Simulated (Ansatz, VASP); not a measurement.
## NiO2 in VASP and in Ansatz

INCAR

```
SYSTEM = NiO2
PREC = Accurate
ENCUT = 700
EDIFF = 1E-6
ISMEAR = 0
SIGMA = 0.05
LREAL = .False.
LASPH = .True.
NELM = 120
ALGO = Normal
ISIF = 2
LWAVE = .False.
LCHARG = .False.
GGA = PS
NBANDS = 22
GGA_COMPAT = .False.
```

File KPOINTS:

```
Automatic mesh
0
Gamma
  12 12 6
  0 0 0
```

File POSCAR:

```
NiO2
1.0
    2.7839850047      0.0000000000      0.0000000000
   -1.3919925024      2.4110017378      0.0000000000
    0.0000000000      0.0000000000      4.9726140668
Ni O
1 2
Direct
    0.0000000000      0.0000000000      0.5000000000
    0.6666666667      0.3333333333      0.6625222406
    0.3333333333      0.6666666667      0.3374777594
```

Input for Ansatz:

```yaml
crystal:
  lattice:
    - [2.7839850047, 0.0, 0.0]
    - [-1.3919925024, 2.4110017378, 0.0]
    - [0.0, 0.0, 4.9726140668]
  atoms:
    - { symbol: Ni, position: [0.0, 0.0, 0.5] }
    - { symbol: O, position: [0.6666666667, 0.3333333333, 0.6625222406] }
    - { symbol: O, position: [0.3333333333, 0.6666666667, 0.3374777594] }
basis:
  ecutwfc: 520.0
kpoints:
  mp_grid: { grid: [12, 12, 6] }
hamiltonian:
  xc: pbesol
scf:
  occupations: { method: gaussian, width: 0.05 }
output:
  forces: true
  stress: true
  eigenvalues: true
```

Alike in both runs: task single point; functional PBEsol; k mesh 12 × 12 × 6; occupations gaussian, width 0.05 eV; no spin polarisation.

```csv
,VASP,Ansatz
version,VASP 6.6.1,Ansatz 0.2.0
potentials or method,"VASP PAW PBE potentials, release 64 (Ni_sv_GW, O), cutoff 700 eV","scalar-relativistic, plane waves, PAW"
valence electrons in the cell,30,30
```

Ansatz gave:

```
gap on the k mesh at the Fermi level (eV)                     : 1.05
least direct gap on the mesh (eV)                             : 1.55
pressure (GPa)                                                : 19.6
traceless stress, the component that is largest in VASP (GPa) : 1.14
rms of the force components (eV/Å)                            : 1.260
```

**Question.** Which values does VASP return?

**Answer.** gap on the k mesh at the Fermi level (eV): 1.04; least direct gap on the mesh (eV): 1.55; pressure (GPa): 19.4; traceless stress, the component that is largest in VASP (GPa): 0.45; rms of the force components (eV/Å): 1.280.

VASP's potentials were made for PBE, not for PBEsol. Atom by atom the forces differ by 0.020 eV/Å (rms over components). With one functional, cell and mesh, what is left measures potentials, basis and numerics.
